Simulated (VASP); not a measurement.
# Si (P6_222) in VASP: single point with PBE

Aim: the single point of Si with PBE.

Program: VASP 6.6.1. These are calculated values, not measurements. Logs are shortened: lines on timing, memory, paths and dates and some standing lists are left out, and cuts for length are marked.

## Step 1: The cell of the first run

It takes space group P6_222 (No. 180, hexagonal). Conventional cell: a = 4.145 Å, b = 4.145 Å, c = 7.197 Å, α = 90.00°, β = 90.00°, γ = 120.00°. Within 3.2 Å of Si (site symmetry 2) lie 9 Si at 2.39 to 3.17 Å.

## Step 2: Single point, PBE

Contents of POSCAR:

```
Si
1.0
    4.1447936891      0.0000000000      0.0000000000
   -2.0723968445      3.5894966282      0.0000000000
    0.0000000000      0.0000000000      7.1973333360
Si
6
Direct
    0.1664087519      0.8335912481      0.8333333333
    0.1664087519      0.3328175037      0.5000000000
    0.6671824963      0.8335912481      0.1666666667
    0.8335912481      0.1664087519      0.8333333333
    0.8335912481      0.6671824963      0.5000000000
    0.3328175037      0.1664087519      0.1666666667
```

Contents of INCAR.step1:

```
SYSTEM = Si
ALGO = Normal ; EDIFF = 1E-6
ENCUT = 520 ; GGA = PE
ISIF = 2 ; ISMEAR = 0
LASPH = .TRUE. ; LCHARG = .TRUE.
LREAL = .FALSE. ; LWAVE = .FALSE.
NBANDS = 21 ; NELM = 100
PREC = Accurate ; SIGMA = 0.1
```

Contents of KPOINTS.step1:

```
k-points
0
G
  12 12 6
  0 0 0
```

Contents of INCAR.step2:

```
SYSTEM = Si
ALGO = Normal ; EDIFF = 1E-6
ENCUT = 520 ; GGA = PE
ICHARG = 11 ; ISIF = 2
ISMEAR = -5 ; LASPH = .TRUE.
LCHARG = .FALSE. ; LORBIT = 11
LREAL = .FALSE. ; LWAVE = .FALSE.
NEDOS = 1001 ; NELM = 100
PREC = Accurate ; SIGMA = 0.1
```

Contents of KPOINTS.step2:

```
k-points
0
G
  18 18 9
  0 0 0
```

Potentials or basis: VASP PAW PBE potentials, release 64 (Si).

On the command line:

```bash
$ cat potpaw_PBE.64/Si/POTCAR > POTCAR
$ cp INCAR.step1 INCAR
$ cp KPOINTS.step1 KPOINTS
$ mpirun -np 1 vasp_std > vasp.out
$ cp INCAR.step2 INCAR
$ cp KPOINTS.step2 KPOINTS
$ mpirun -np 1 vasp_std > vasp.out
```

OUTCAR:

```text
SYSTEM = Si
   EDIFF = 1E-6
   ENCUT = 520
   GGA = PE
   ICHARG = 11
   ISIF = 2
   ISMEAR = -5
   LASPH = .TRUE.
   LORBIT = 11
   LREAL = .FALSE.
   NELM = 100
   PREC = Accurate

 ion  position               nearest neighbor table
   1  0.166  0.834  0.833-   4 2.39   4 2.39   4 2.39   5 2.68   6 2.68
   2  0.166  0.333  0.500-   5 2.39   5 2.39   5 2.39   6 2.68   4 2.68
   3  0.667  0.834  0.167-   6 2.39   6 2.39   6 2.39   5 2.68   4 2.68
   4  0.834  0.166  0.833-   1 2.39   1 2.39   1 2.39   2 2.68   3 2.68
   5  0.834  0.667  0.500-   2 2.39   2 2.39   2 2.39   3 2.68   1 2.68
   6  0.333  0.166  0.167-   3 2.39   3 2.39   3 2.39   2 2.68   1 2.68

  LATTYP: Found a hexagonal cell.
 ALAT       =     4.1447936891
 C/A-ratio  =     1.7364756550

  Lattice vectors:

 A1 = (   4.1447936891,   0.0000000000,   0.0000000000)
 A2 = (  -2.0723968445,   3.5894966282,   0.0000000000)
 A3 = (   0.0000000000,   0.0000000000,   7.1973333360)

Analysis of symmetry for initial positions (statically):
=====================================================================
 Subroutine PRICEL returns:
 Original cell was already a primitive cell.

 Routine SETGRP: Setting up the symmetry group for a
 hexagonal supercell.

 Subroutine GETGRP returns: Found 12 space group operations
 (whereof  4 operations were pure point group operations)
 out of a pool of 24 trial point group operations.

The static configuration has the point symmetry D_2 .
 The point group associated with its full space group is D_6 .

Analysis of symmetry for dynamics (positions and initial velocities):
=====================================================================
 Subroutine PRICEL returns:
 Original cell was already a primitive cell.

 Routine SETGRP: Setting up the symmetry group for a
 hexagonal supercell.

 Subroutine GETGRP returns: Found 12 space group operations
 (whereof  4 operations were pure point group operations)
 out of a pool of 24 trial point group operations.

The dynamic configuration has the point symmetry D_2 .
 The point group associated with its full space group is D_6 .

 Subroutine INISYM returns: Found 12 space group operations
 (whereof  4 operations are pure point group operations),
 and found     1 'primitive' translations

----------------------------------------------------------------------------------------

                                     Primitive cell

  volume of cell :     107.0799

  direct lattice vectors                    reciprocal lattice vectors
     4.144793689  0.000000000  0.000000000     0.241266532  0.139295297  0.000000000
    -2.072396845  3.589496628  0.000000000     0.000000000  0.278590595  0.000000000
     0.000000000  0.000000000  7.197333336     0.000000000  0.000000000  0.138940348

  length of vectors
     4.144793689  4.144793689  7.197333336     0.278590595  0.278590595  0.138940348

  position of ions in fractional coordinates (direct lattice)
     0.166408752  0.833591248  0.833333333
     0.166408752  0.332817504  0.500000000
     0.667182496  0.833591248  0.166666667
     0.833591248  0.166408752  0.833333333
     0.833591248  0.667182496  0.500000000
     0.332817504  0.166408752  0.166666667

  ion indices of the primitive-cell ions
   primitive index   ion index
                 1           1
                 2           2
                 3           3
                 4           4
                 5           5
                 6           6

----------------------------------------------------------------------------------------

 KPOINTS: k-points

Automatic generation of k-mesh.
 Grid dimensions read from file:
 generate k-points for:   18   18    9

 Generating k-lattice:

  Cartesian coordinates                     Fractional coordinates (reciprocal lattice)
     0.013403696  0.007738628  0.000000000     0.055555556  0.000000000  0.000000000
     0.000000000  0.015477255  0.000000000     0.000000000  0.055555556  0.000000000
     0.000000000  0.000000000  0.015437816     0.000000000  0.000000000  0.111111111

  Length of vectors
     0.015477255  0.015477255  0.015437816

  Shift w.r.t. Gamma in fractional coordinates (k-lattice)
     0.000000000  0.000000000  0.000000000

 TETIRR: Found   2805 inequivalent tetrahedra from    17496

 Subroutine IBZKPT returns following result:
 ===========================================

 Found    185 irreducible k-points:

 Following reciprocal coordinates:
            Coordinates               Weight
  0.000000  0.000000  0.000000      1.000000
  0.055556  0.000000  0.000000      6.000000
  0.111111  0.000000  0.000000      6.000000
  0.166667  0.000000  0.000000      6.000000
  0.222222  0.000000  0.000000      6.000000
  0.277778  0.000000  0.000000      6.000000
[... 16 lines left out ...]
  0.333333  0.111111  0.000000     12.000000
  0.388889  0.111111  0.000000     12.000000
 [... further k-points ...]
   k-points           NKPTS =    185   k-points in BZ     NKDIM =    185   number of bands    NBANDS=     16
   number of dos      NEDOS =   1001   number of ions     NIONS =      6
   total plane-waves  NPLWV =  55296
   dimension x,y,z NGX =    32 NGY =   32 NGZ =   54
   dimension x,y,z NGXF=    64 NGYF=   64 NGZF=  108
   ions per type =               6
   NGX,Y,Z   is equivalent  to a cutoff of  12.84, 12.84, 12.47 a.u.
   NGXF,Y,Z  is equivalent  to a cutoff of  25.67, 25.67, 24.95 a.u.
 SYSTEM =  Si
   PREC   = accura    normal or accurate (medium, high low for compatibility)
   ISTART =      0    job   : 0-new  1-cont  2-samecut
   ICHARG =     11    charge: 1-file 2-atom 10-const
   ISPIN  =      1    spin polarized calculation?
   LNONCOLLINEAR =      F non collinear calculations
   LSORBIT =      F    spin-orbit coupling
   LASPH  =      T    aspherical Exc in radial PAW
   ENCUT  =  520.0 eV  38.22 Ry    6.18 a.u.   7.71  7.71 13.38*2*pi/ulx,y,z
   NELM   =    100;   NELMIN=  2; NELMDL=  0     # of ELM steps
   EDIFF  = 0.1E-05   stopping-criterion for ELM
   LREAL  =      F    real-space projection
   EDIFFG = 0.1E-04   stopping-criterion for IOM
   NSW    =      0    number of steps for IOM
   IBRION =     -1    ionic relax: 0-MD 1-quasi-New 2-CG
   NFREE  =      0    steps in history (QN), initial steepest desc. (CG)
   ISIF   =      2    stress and relaxation
   ISYM   =      2    0-nonsym 1-usesym 2-fastsym
   POTIM  = 0.5000    time-step for ionic-motion
   TEBEG  =    0.0;   TEEND  =   0.0 temperature during run
   PSTRESS=    0.0 pullay stress
   NELECT =      24.0000    total number of electrons
   NUPDOWN=      -1.0000    fix difference up-down
   EMIN   =  10.00;   EMAX   =-10.00  energy-range for DOS
   EFERMI =   0.00;   METHOD = LEGACY
   ISMEAR =    -5;   SIGMA  =   0.10  broadening in eV -4-tet -1-fermi 0-gaus
   EFERMI_NEDOS =   21; number of points for ismear=-14 and -15
   IALGO  =     38    algorithm
   IMIX   =      4    mixing-type and parameters
     AMIX     =   0.40;   BMIX     =  1.00
     AMIX_MAG =   1.60;   BMIX_MAG =  1.00
  volume/ion in A,a.u.               =      17.85       120.44
  Fermi-wavevector in a.u.,A,eV,Ry     =   0.994434  1.879207 13.454782  0.988899
  Thomas-Fermi vector in A             =   2.126385
   LORBIT       =     11    0 simple, 1 ext, 2 COOP (PROOUT), +10 PAW based schemes
   GGA     = PE    functional components
   LHFCALC =     F    Hartree Fock is set to
   AEXX    =    0.0000 exact exchange contribution
   IVDW    =     0    specifies the selected vdW correction
   LEPSILON=     F    determine dielectric tensor
   LRPA    =     F    only Hartree local field effects (RPA)
 non-spin polarized calculation
 Fermi weights with tetrahedron method with Bloechl corrections
  energy-cutoff  :      520.00
  volume of cell :      107.08
 maximum number of plane-waves:      2913
 NGX is ok and might be reduce to    32

 number of electron      24.0000001 magnetization

 Free energy of the ion-electron system (eV)
  ---------------------------------------------------
  ext. energy  EPLUGINS =         0.00000000
  ---------------------------------------------------
  free energy    TOTEN  =       -29.54987788 eV

  energy without entropy =      -29.54987788  energy(sigma->0) =      -29.54987788

 E-fermi :   7.4026     XC(G=0): -10.1047

 val. band max:        7.4566532426   @ k =   0.3333   0.2778   0.0000
 cond. band min:       7.3177033530   @ k =   0.2778   0.0000   0.0000
 fundamental gap:     -0.1389498896
 Fermi energy:         7.4026081852

 k-point     1 :       0.0000    0.0000    0.0000
  band No.  band energies     occupation
      1      -5.6223      2.00000
      2      -3.0024      2.00000
      3      -3.0024      2.00000
      4       3.7864      2.00000
      5       4.4589      2.00000
      6       4.4590      2.00000
[... 8 lines left out ...]
     15       7.7369      0.00000
     16       8.8231      0.00000

 k-point     2 :       0.0556    0.0000    0.0000
  band No.  band energies     occupation
      1      -5.5904      2.00000
      2      -2.9743      2.00000
      3      -2.9715      2.00000
      4       3.4080      2.00000
      5       4.1969      2.00000
      6       4.2326      2.00000
[... 8 lines left out ...]
     15       7.7723      0.00000
     16       8.7623      0.00000
[... 387 lines left out ...]
      5       0.4437      2.00000
      6       1.1733      2.00000
[... 8 lines left out ...]
     15       8.9694      0.00000
     16      10.2318      0.00000

 k-point    24 :       0.3889    0.1111    0.0000
  band No.  band energies     occupation
      1      -3.6429      2.00000
      2      -2.4284      2.00000
      3      -1.1152      2.00000
      4      -0.6591      2.00000
      5       0.0549      2.00000
      6       0.6661      2.00000
[... 8 lines left out ...]
     15       8.8380      0.00000
     16      10.2627      0.00000

 [... further k-points ...]

------------------------ aborting loop because EDIFF is reached ----------------------------------------

  FORCE on cell =-STRESS in cart. coord.  units (eV):
  Direction    XX          YY          ZZ          XY          YZ          ZX
  --------------------------------------------------------------------------------------
  -------------------------------------------------------------------------------------
  Total        0.0268621      0.0268621     -0.0117846      0.0000000      0.0000000     -0.0000000
  in kB        0.4019223      0.4019223     -0.1763260      0.0000000      0.0000000     -0.0000000
  external PRESSURE =       0.2091729 kB  Pullay stress =       0.0000000 kB

 VOLUME and BASIS-vectors are now :
 -----------------------------------------------------------------------------
  energy-cutoff  :      520.00
  volume of cell :      107.08
      direct lattice vectors                 reciprocal lattice vectors
     4.144793689  0.000000000  0.000000000     0.241266532  0.139295297  0.000000000
    -2.072396845  3.589496628  0.000000000     0.000000000  0.278590595  0.000000000
     0.000000000  0.000000000  7.197333336     0.000000000  0.000000000  0.138940348

 POSITION                                       TOTAL-FORCE (eV/Angst)
 -----------------------------------------------------------------------------------
     -1.03780      2.99217      5.99778        -0.013870      0.008008      0.000000
      0.00000      1.19465      3.59867        -0.000000     -0.016016     -0.000000
      1.03780      2.99217      1.19956         0.013870      0.008008      0.000000
      3.11020      0.59732      5.99778         0.013870     -0.008008     -0.000000
      2.07240      2.39485      3.59867         0.000000      0.016016     -0.000000
      1.03459      0.59732      1.19956        -0.013870     -0.008008     -0.000000
 -----------------------------------------------------------------------------------
    total drift:                               -0.000000      0.000000      0.000000

  FREE ENERGIE OF THE ION-ELECTRON SYSTEM (eV)
  ---------------------------------------------------
  free  energy   TOTEN  =       -29.5498778778 eV

  energy  without entropy=      -29.5498778778  energy(sigma->0) =      -29.54987788

 total charge

# of ion       s       p       d       tot
------------------------------------------
    1        0.803   0.806   0.000   1.610
    2        0.803   0.806   0.000   1.610
    3        0.803   0.806   0.000   1.610
    4        0.803   0.806   0.000   1.610
    5        0.803   0.806   0.000   1.610
    6        0.803   0.806   0.000   1.610
--------------------------------------------------
tot          4.821   4.837   0.000   9.658
```

Wall time 5.7 min (1 thread of Intel Xeon 8259CL, shared host); peak memory 0.37 GiB.

Results:

* Valence electrons inside the program's atomic spheres: Si 1.61

Caveat: tetrahedron occupations give inexact forces and stress in metals.
